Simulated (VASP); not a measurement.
**AlN (a cell with a defect): single point with r2SCAN**

AlN (a cell with a defect):

```xyz
62
Lattice="8.7554 0.0000 0.0000 0.0000 8.7554 0.0000 0.0000 0.0000 8.7554" Properties=species:S:1:pos:R:3 pbc="T T T"
Al    8.7246    8.7227    8.7259
Al    8.7526    8.7489    4.3860
Al    8.7528    4.3857    8.7533
Al    8.7469    4.3778    4.3801
Al    4.3834    8.7488    8.7532
Al    4.3785    8.7475    4.3803
Al    4.3787    4.3780    8.7490
Al    2.2246    2.2235    8.7053
Al    2.1866    2.1827    4.3754
Al    2.1828    6.5543    0.0044
Al    2.2020    6.5526    4.3928
Al    6.5570    2.1834    0.0012
Al    6.5519    2.1936    4.3885
Al    6.5626    6.5593    8.7410
Al    6.5540    6.5585    4.3768
Al    2.2238    8.7005    2.2250
Al    2.1815    0.0024    6.5603
Al    2.1928    4.3750    2.1936
Al    2.2024    4.3873    6.5504
Al    6.5592    0.0015    2.1839
Al    6.5628    8.7369    6.5634
Al    6.5489    4.3859    2.2011
Al    6.5508    4.3788    6.5543
Al    8.7059    2.2230    2.2256
Al    8.7548    2.1840    6.5569
Al    0.0015    6.5533    2.1853
Al    8.7401    6.5591    6.5634
Al    4.3729    2.1800    2.1844
Al    4.3886    2.1934    6.5554
Al    4.3914    6.5538    2.2014
Al    4.3728    6.5600    6.5587
N     1.0794    1.0804    5.4720
N     1.0846    5.4664    1.0867
N     1.0841    5.4747    5.4769
N     5.4720    1.0778    1.0791
N     5.4773    1.0795    5.4788
N     5.4759    5.4753    1.0844
N     5.5827    5.5987    5.5898
N     3.2694    3.2679    1.0901
N     3.1601    3.1518    5.5896
N     3.2746    7.6728    1.0775
N     3.2732    7.6723    5.4793
N     7.6752    3.2743    1.0766
N     7.6646    3.2756    5.4758
N     7.6704    7.6662    1.0950
N     7.6737    7.6703    5.4725
N     3.2677    1.0848    3.2690
N     3.2753    1.0730    7.6786
N     3.1701    5.5894    3.1695
N     3.2747    5.4750    7.6697
N     7.6775    1.0727    3.2771
N     7.6696    1.0925    7.6700
N     7.6654    5.4740    3.2773
N     7.6713    5.4682    7.6722
N     1.0897    3.2686    3.2716
N     1.0760    3.2739    7.6751
N     1.0768    7.6718    3.2759
N     1.0934    7.6665    7.6713
N     5.5871    3.1472    3.1543
N     5.4749    3.2747    7.6687
N     5.4773    7.6719    3.2752
N     5.4719    7.6715    7.6755
```

* Program: VASP 6.6.1
* Task: single point
* Functional: r2SCAN
* Potentials or basis: VASP PAW PBE potentials, release 64 (Al, N)
* Cutoff: 520 eV
* k mesh: 1 × 1 × 1, shifted
* Occupations: fermi-dirac, width 0.05 eV
* Spin: no spin polarisation

```
Pressure               : -0.4 GPa
Largest force          : 0.191 eV/Å
Band gap on the k mesh : zero (filled and empty bands touch)
```

Forces on the atoms (eV/Å):
```
Al  -0.032 -0.017 -0.028
Al   0.043  0.022 -0.122
Al   0.035 -0.177  0.032
Al   0.025  0.016  0.014
Al  -0.093  0.027  0.038
Al   0.016  0.025  0.015
Al   0.013  0.015  0.024
Al   0.027  0.061 -0.050
Al   0.086  0.107 -0.006
Al   0.068  0.066  0.023
Al  -0.023 -0.009 -0.081
Al   0.076  0.055  0.034
Al  -0.004  0.025 -0.048
Al   0.006  0.026  0.083
Al   0.079  0.047 -0.152
Al   0.036 -0.041  0.050
Al   0.051  0.023  0.061
Al   0.099  0.005  0.103
Al  -0.022 -0.090  0.014
Al   0.065  0.024  0.044
Al   0.021  0.087  0.029
Al   0.009 -0.078 -0.002
Al   0.051 -0.151  0.040
Al  -0.059  0.062  0.037
Al   0.035  0.066  0.079
Al   0.028  0.072  0.075
Al   0.085  0.019  0.005
Al  -0.014  0.091  0.078
Al  -0.045  0.024 -0.013
Al  -0.067 -0.015 -0.012
Al  -0.153  0.064  0.086
N   -0.041 -0.050  0.009
N   -0.064  0.036 -0.066
N    0.010 -0.002 -0.001
N   -0.004 -0.036 -0.031
N   -0.010  0.011 -0.011
N   -0.003 -0.006  0.013
N    0.113 -0.062  0.055
N   -0.015 -0.016 -0.025
N   -0.070 -0.039  0.074
N    0.009 -0.021 -0.015
N    0.023 -0.059 -0.011
N   -0.004 -0.004  0.003
N   -0.047  0.012 -0.012
N   -0.051 -0.048 -0.006
N   -0.050 -0.045  0.047
N   -0.015 -0.023 -0.014
N   -0.019  0.003 -0.015
N   -0.141  0.011 -0.129
N    0.017 -0.005 -0.051
N   -0.008  0.011 -0.024
N   -0.053 -0.009 -0.052
N   -0.047 -0.006  0.013
N   -0.037  0.068 -0.035
N   -0.024 -0.020 -0.018
N   -0.005  0.013 -0.011
N   -0.021 -0.018  0.018
N   -0.005 -0.049 -0.050
N    0.107 -0.003 -0.025
N   -0.014  0.016 -0.051
N   -0.013 -0.058  0.024
N    0.036 -0.052 -0.054
```

Stress tensor (GPa, compression positive):
```
-0.46 -0.08 -0.11
-0.08 -0.39 -0.06
-0.11 -0.06 -0.44
```

Levels at points of the mesh, in eV from the Fermi level:
```csv
k point,band 122,band 123,band 124,band 125,band 126,band 127
"(0.25, 0.25, 0.25)",-0.47,-0.16,-0.01,0.00,3.39,3.54
```

It took 68 min on 1 thread of Intel(R) Xeon(R) Platinum 8488C (Sapphire Rapids), with other jobs on the host, peak memory 0.92 GiB.

Caveat: the PAW data sets were made with another functional, which shifts forces and pressure a little.
